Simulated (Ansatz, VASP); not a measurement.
## Two plane-wave programs on BaTiO3

```
CELL_PARAMETERS angstrom
2.82117 1.62880 2.31592
-2.82117 1.62880 2.31592
0.00000 -3.25761 2.31592
ATOMIC_POSITIONS crystal
Ba 0.99806 0.99806 0.99806
Ti 0.48614 0.48614 0.48614
O 0.50921 0.50921 0.01659
O 0.01659 0.50921 0.50921
O 0.50921 0.01659 0.50921
```

Alike in both runs: functional r2SCAN; k mesh 8 × 8 × 8; occupations fermi-dirac, width 0.02 eV; no spin polarisation.

Ansatz relaxed the structure, and its values are those at the end. VASP's run is a single point on that final structure, the one shown.

|  | VASP | Ansatz |
| --- | --- | --- |
| version | VASP 6.6.1 | Ansatz 0.2.0 |
| potentials or method | VASP PAW PBE potentials, release 64 (Ba_sv, Ti_sv, O), cutoff 520 eV | PAW plane waves |
| valence electrons in the cell | 40 | 40 |

```csv
,VASP,Ansatz,Ansatz less VASP
gap on the k mesh at the Fermi level (eV),2.72,2.74,+0.028
pressure (GPa),4.5,2.5,-1.99
rms of the force components (eV/Å),0.055,0.001,-0.0541
```

VASP's potentials were made for PBE, not for r2SCAN. The functional is the same, so the differences come from potentials, cutoffs and numerics. Ansatz's warnings: stress scf threshold loose.

Spin-orbit coupling is off throughout.
